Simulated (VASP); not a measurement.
Crystal: ZrS.

```
CELL_PARAMETERS angstrom
0.00000 2.62500 2.62500
2.62500 0.00000 2.62500
2.62500 2.62500 0.00000
ATOMIC_POSITIONS crystal
Zr 0.00000 0.00000 0.00000
S 0.50000 0.50000 0.50000
```

- Program: VASP 6.6.1
- Task: relaxation of cell and atoms
- Functional: PBEsol
- Potentials or basis: VASP PAW PBE potentials, release 64 (Zr_sv, S)
- Cutoff: 600 eV
- k mesh: 8 × 8 × 8
- Occupations: gaussian, width 0.1 eV
- Spin: no spin polarisation

At the start: pressure -6.3 GPa; volume 18.09 Å³/atom.

Task: How do energy, volume and symmetry change on relaxing?

Result: Over 3 steps the energy falls by 17.4 meV/atom and the volume is 17.26 Å³/atom (-4.6 %); space group Fm-3m (No. 225, to 0.05 Å).

The path:
| step | energy change (eV) | largest force (eV/Å) | pressure (GPa) | volume (Å³) |
| --- | --- | --- | --- | --- |
| 1 | 0.0000 | 0.0000 | -6.34 | 36.18 |
| 2 | 0.0211 | 0.0000 | 9.74 | 32.56 |
| 3 | -0.0348 | 0.0000 | -0.09 | 34.51 |

Final structure:
```
CELL_PARAMETERS angstrom
0.00000 2.58420 2.58420
2.58420 0.00000 2.58420
2.58420 2.58420 0.00000
ATOMIC_POSITIONS crystal
Zr 0.00000 0.00000 0.00000
S 0.50000 0.50000 0.50000
```

Caveat: the PAW data sets were made with another functional, which shifts forces and pressure a little.
